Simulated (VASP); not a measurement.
**I2: single point with r2SCAN**

I2, in a box:

```
I
1.0
    12.00000    0.00000    0.00000
     0.00000   12.30000    0.00000
     0.00000    0.00000   12.60000
I
2
Direct
  0.50000 0.50000 0.39405
  0.50000 0.50000 0.60595
```

- Program: VASP 6.6.1
- Task: single point
- Functional: r2SCAN
- Potentials or basis: VASP PAW PBE potentials, release 64 (I)
- Cutoff: 520 eV
- k mesh: 1 × 1 × 1
- Occupations: fermi-dirac, width 0.01 eV
- Spin: no spin polarisation
- Dipole correction: no
- Further INCAR settings: ALGO = Normal; EDIFF = 1e-07; NBANDS = 14

```json
{"Largest force": "0.023 eV/Å", "Gap between the frontier levels": "2.15 eV"}
```

Forces in eV/Å, atoms in the order of the input:
```
I    0.000  0.000  0.023
I    0.000  0.000 -0.023
```

Levels at points of the mesh, in eV from the valence-band top:
```csv
k point,band 4,band 5,band 6,band 7,band 8,band 9,band 10,band 11
"(0.00, 0.00, 0.00)",-1.70,-1.70,0.00,0.00,2.15,6.27,7.07,7.32
```

It took 9.6 min on 1 thread of Intel(R) Xeon(R) Platinum 8259CL CPU @ 2.50GHz (Skylake/Cascade Lake), on a shared host, peak memory 1.6 GiB.

Caveat: the PAW data sets were made with another functional, which shifts forces and pressure a little; spin-orbit coupling is left out, which moves the levels of the heavy elements.
